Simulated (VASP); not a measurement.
# Cd (Fm-3m) in VASP: notebook, part 2 of 2

VASP 6.6.1. Earlier steps stand in the parts before.

### Step 3. Single point, r2SCAN

This run uses another cell than the first one, of 21.71 Å³/atom.

The input, POSCAR:

```
Cd
1.0
    0.0000000000      2.2141130391      2.2141130391
    2.2141130391      0.0000000000      2.2141130391
    2.2141130391      2.2141130391      0.0000000000
Cd
1
Direct
    0.0000000000      0.0000000000      0.0000000000
```

The input, INCAR.step1:

```
PREC = Accurate
ENCUT = 520
ISMEAR = -1
SIGMA = 0.1
LREAL = False
LASPH = True
NELM = 80
NBANDS = 12
GGA = PE
ALGO = Normal
EDIFF = 1E-4
LWAVE = True
LCHARG = False
```

The input, INCAR.step2:

```
PREC = Accurate
ENCUT = 520
EDIFF = 1E-7
ISMEAR = -1
SIGMA = 0.1
LREAL = False
LASPH = True
NELM = 80
ALGO = Normal
ISIF = 2
LWAVE = False
LCHARG = True
METAGGA = R2SCAN
LMIXTAU = True
LELF = True
LVHAR = True
NBANDS = 12
ISTART = 1
```

The input, KPOINTS:

```
Automatic mesh
0
Gamma
  13 13 13
```

Potentials or basis: VASP PAW PBE potentials, release 64 (Cd).

The run is started by

```
$ cat potpaw_PBE.64/Cd/POTCAR > POTCAR
$ cp INCAR.step1 INCAR
$ mpirun -np 1 vasp_std > vasp.out
$ cp INCAR.step2 INCAR
$ mpirun -np 1 vasp_std > vasp.out
```

OUTCAR:

```text
PREC = Accurate
   ENCUT = 520
   EDIFF = 1E-7
   ISMEAR = -1
   LREAL = False
   LASPH = True
   NELM = 80
   ISIF = 2
   METAGGA = R2SCAN
   ISTART = 1

 ion  position               nearest neighbor table
   1  0.000  0.000  0.000-

  LATTYP: Found a face centered cubic cell.
 ALAT       =     4.4282260782

  Lattice vectors:

 A1 = (   0.0000000000,   2.2141130391,   2.2141130391)
 A2 = (   2.2141130391,   0.0000000000,   2.2141130391)
 A3 = (   2.2141130391,   2.2141130391,   0.0000000000)

Analysis of symmetry for initial positions (statically):
=====================================================================
 Subroutine PRICEL returns:
 Original cell was already a primitive cell.

 Routine SETGRP: Setting up the symmetry group for a
 face centered cubic supercell.

 Subroutine GETGRP returns: Found 48 space group operations
 (whereof 48 operations were pure point group operations)
 out of a pool of 48 trial point group operations.

The static configuration has the point symmetry O_h .

[... 165 lines left out ...]
  band No.  band energies     occupation
      1      -6.7602      2.00000
      2      -6.7602      2.00000
      3      -6.7602      2.00000
      4      -6.3460      2.00000
      5      -6.2927      2.00000
      6      -6.2927      2.00000
      7      17.2834      0.00000
      8      18.6101      0.00000
      9      18.6101      0.00000
     10      18.6101      0.00000
     11      21.8976      0.00000
     12      21.8976      0.00000
[... 331 lines left out ...]
 k-point    24 :       0.4615    0.1538    0.0000
  band No.  band energies     occupation
      1      -7.1385      2.00000
      2      -6.7875      2.00000
      3      -6.5661      2.00000
      4      -6.2725      2.00000
      5      -5.8960      2.00000
      6      -0.7865      2.00000
      7       4.2492      0.00000
      8      12.8068      0.00000
      9      13.6930      0.00000
     10      15.5630      0.00000
     11      23.0696      0.00000
     12      23.0880      0.00000

 [... further k-points ...]

------------------------ aborting loop because EDIFF is reached ----------------------------------------

  FORCE on cell =-STRESS in cart. coord.  units (eV):
  Direction    XX          YY          ZZ          XY          YZ          ZX
  --------------------------------------------------------------------------------------
  -------------------------------------------------------------------------------------
  Total        0.0425288      0.0425288      0.0425288      0.0000000      0.0000000     -0.0000000
  in kB        3.1388069      3.1388069      3.1388069      0.0000000      0.0000000     -0.0000000
  external PRESSURE =       3.1388069 kB  Pullay stress =       0.0000000 kB

 VOLUME and BASIS-vectors are now :
 -----------------------------------------------------------------------------
  energy-cutoff  :      520.00
  volume of cell :       21.71
      direct lattice vectors                 reciprocal lattice vectors
     0.000000000  2.214113039  2.214113039    -0.225824062  0.225824062  0.225824062
     2.214113039  0.000000000  2.214113039     0.225824062 -0.225824062  0.225824062
     2.214113039  2.214113039  0.000000000     0.225824062  0.225824062 -0.225824062

 POSITION                                       TOTAL-FORCE (eV/Angst)
 -----------------------------------------------------------------------------------
      0.00000      0.00000      0.00000        -0.000000     -0.000000      0.000000
 -----------------------------------------------------------------------------------
    total drift:                               -0.000000      0.000000     -0.000000

  FREE ENERGIE OF THE ION-ELECTRON SYSTEM (eV)
  ---------------------------------------------------
  free  energy   TOTEN  =       -20.0815197770 eV

  energy  without entropy=      -20.0706702176  energy(sigma->0) =      -20.07609500
```

OUTCAR.step1:

```text
PREC = Accurate
   ENCUT = 520
   ISMEAR = -1
   LREAL = False
   LASPH = True
   NELM = 80
[... 574 lines left out ...]
 POSITION                                       TOTAL-FORCE (eV/Angst)
 -----------------------------------------------------------------------------------
      0.00000      0.00000      0.00000         0.000000      0.000000      0.000000
 -----------------------------------------------------------------------------------
    total drift:                               -0.000000      0.000000      0.000000

  FREE ENERGIE OF THE ION-ELECTRON SYSTEM (eV)
  ---------------------------------------------------
  free  energy   TOTEN  =        -0.7349854492 eV

  energy  without entropy=       -0.7231046717  energy(sigma->0) =       -0.72904506
```

OSZICAR.step1:

```text
N       E                     dE             d eps       ncg     rms          rms(c)
DAV:   1     0.738348515833E+02    0.73835E+02   -0.70231E+03  2120   0.997E+02
DAV:   2     0.558332061509E+00   -0.73277E+02   -0.69136E+02  2168   0.241E+02
DAV:   3    -0.779503591340E+00   -0.13378E+01   -0.13371E+01  2436   0.368E+01
DAV:   4    -0.781173305787E+00   -0.16697E-02   -0.16697E-02  2240   0.128E+00
DAV:   5    -0.781177052086E+00   -0.37463E-05   -0.37464E-05  1928   0.622E-02    0.314E+00
DAV:   6    -0.736832304240E+00    0.44345E-01   -0.12103E-01  2388   0.444E+00    0.251E+00
DAV:   7    -0.734780348817E+00    0.20520E-02   -0.11316E-02  2356   0.112E+00    0.124E+00
DAV:   8    -0.734955821968E+00   -0.17547E-03   -0.14362E-03  2160   0.513E-01    0.591E-02
DAV:   9    -0.734985449175E+00   -0.29627E-04   -0.11364E-05  1252   0.323E-02
   1 F= -.73498545E+00 E0= -.72904506E+00  d E =-.118808E-01
```

Run time: 62 s. Hardware: 1 thread of Intel Xeon Platinum 8488C (Sapphire Rapids), shared host; peak memory 0.15 GiB.

Results:

```
Free energy            : -20.0815 eV
Pressure               : 0.3 GPa
Band gap on the k mesh : zero (bands 6 and 7 overlap by 2.19 eV)
```

Levels at points of the mesh, in eV from the Fermi level:
```csv
k point,band 4,band 5,band 6,band 7,band 8,band 9
"(0.00, 0.00, 0.00)",-9.20,-9.14,-9.14,14.43,15.76,15.76
```

Caveat: the PAW data sets were made with another functional, which shifts forces and pressure a little.

### Step 4. Single point, r2SCAN

This run uses another cell than the first one, of 21.71 Å³/atom.

POSCAR is that of step 3.

The input, INCAR.step1:

```
SYSTEM = Cd
ALGO = Normal
EDIFF = 1E-4
ENCUT = 520
GGA = PE
ISMEAR = -1
LASPH = .TRUE.
LCHARG = .FALSE.
LREAL = .FALSE.
LWAVE = .TRUE.
NBANDS = 12
NELM = 80
PREC = Accurate
SIGMA = 0.1
```

The input, INCAR.step2:

```
SYSTEM = Cd
ALGO = Normal
EDIFF = 1E-7
ENCUT = 520
ISIF = 2
ISMEAR = -1
ISTART = 1
LASPH = .TRUE.
LCHARG = .FALSE.
LMIXTAU = .TRUE.
LREAL = .FALSE.
LWAVE = .FALSE.
METAGGA = R2SCAN
NBANDS = 12
NELM = 80
PREC = Accurate
SIGMA = 0.1
```

The input, KPOINTS:

```
k-points
0
G
  13 13 13
  0 0 0
```

The run is started by

```
$ cat potpaw_PBE.64/Cd/POTCAR > POTCAR
$ cp INCAR.step1 INCAR
$ mpirun -np 1 vasp_std > vasp.out
$ cp INCAR.step2 INCAR
$ mpirun -np 1 vasp_std > vasp.out
```

It took 65 s on 1 thread of Intel Xeon Platinum 8488C (Sapphire Rapids), shared host; peak memory 0.15 GiB.

Results (log left out):

```yaml
Free_energy: -20.0815 eV
Pressure: 0.3 GPa
Band_gap_on_the_k_mesh: zero (bands 6 and 7 overlap by 2.19 eV)
```

Levels at points of the mesh, in eV from the Fermi level:
```
           k point  band 2  band 3  band 4  band 5  band 6  band 7  band 8  band 9  band 10  band 11
(0.00, 0.00, 0.00)   -9.61   -9.61   -9.20   -9.14   -9.14   14.43   15.76   15.76    15.76    19.05
```

Caveat: the PAW data sets were made with another functional, which shifts forces and pressure a little.

### Step 5. Single point, r2SCAN

This run uses another cell than the first one, of 22.39 Å³/atom.

The input, POSCAR:

```
Cd
1.0
    0.0000000000      2.2371783765      2.2371783765
    2.2371783765      0.0000000000      2.2371783765
    2.2371783765      2.2371783765      0.0000000000
Cd
1
Direct
    0.0000000000      0.0000000000      0.0000000000
```

The input, INCAR.step1:

```
SYSTEM = Cd
PREC = Accurate ; ENCUT = 520
ISMEAR = -1 ; SIGMA = 0.1
LREAL = .False. ; LASPH = .True.
NELM = 100 ; NBANDS = 12
GGA = PE ; ALGO = Normal
EDIFF = 1E-4 ; LWAVE = .True.
LCHARG = .False.
```

The input, INCAR.step2:

```
SYSTEM = Cd
PREC = Accurate ; ENCUT = 520
EDIFF = 1E-6 ; ISMEAR = -1
SIGMA = 0.1 ; LREAL = .False.
LASPH = .True. ; NELM = 100
ALGO = Normal ; ISIF = 2
LWAVE = .False. ; LCHARG = .False.
METAGGA = R2SCAN ; LMIXTAU = .True.
NBANDS = 12 ; ISTART = 1
```

The input, KPOINTS:

```
Automatic mesh
0
Gamma
  13 13 13
  0 0 0
```

The run is started by

```
$ cat potpaw_PBE.64/Cd/POTCAR > POTCAR
$ cp INCAR.step1 INCAR
$ mpirun -np 1 vasp_std > vasp.out
$ cp INCAR.step2 INCAR
$ mpirun -np 1 vasp_std > vasp.out
```

Wall time 50 s (1 thread of Intel Xeon Platinum 8488C (Sapphire Rapids), shared host); peak memory 0.15 GiB.

The run converged. Its results:

* Free energy: -20.0795 eV
* Pressure: -1.2 GPa
* Band gap on the k mesh: zero (bands 6 and 7 overlap by 2.23 eV)

Levels at points of the mesh, in eV from the Fermi level:
| k point | band 4 | band 5 | band 6 | band 7 | band 8 | band 9 |
| --- | --- | --- | --- | --- | --- | --- |
| (0.00, 0.00, 0.00) | -9.09 | -9.09 | -8.96 | 14.32 | 15.43 | 15.43 |

Caveat: the PAW data sets were made with another functional, which shifts forces and pressure a little.

### Step 6. Overview

| cell | gap on the mesh (eV) | pressure (GPa) |
| --- | --- | --- |
| a = 3.098 Å, angles 60.0°, 1 atom | none | 2.2 |
| a = 3.131 Å, angles 60.0°, 1 atom | none | 0.3 |
| a = 3.164 Å, angles 60.0°, 1 atom | none | -1.2 |

Alike in all rows: task single point; level r2SCAN; potentials or basis VASP PAW PBE potentials, release 64 (Cd); no spin polarisation; k mesh 13 × 13 × 13; cutoff (eV) 520; smearing fermi-dirac 0.1 eV.

Caveats: the PAW data sets were made with another functional, which shifts forces and pressure a little.

Absolute energies hang on the potentials; compare differences alone.
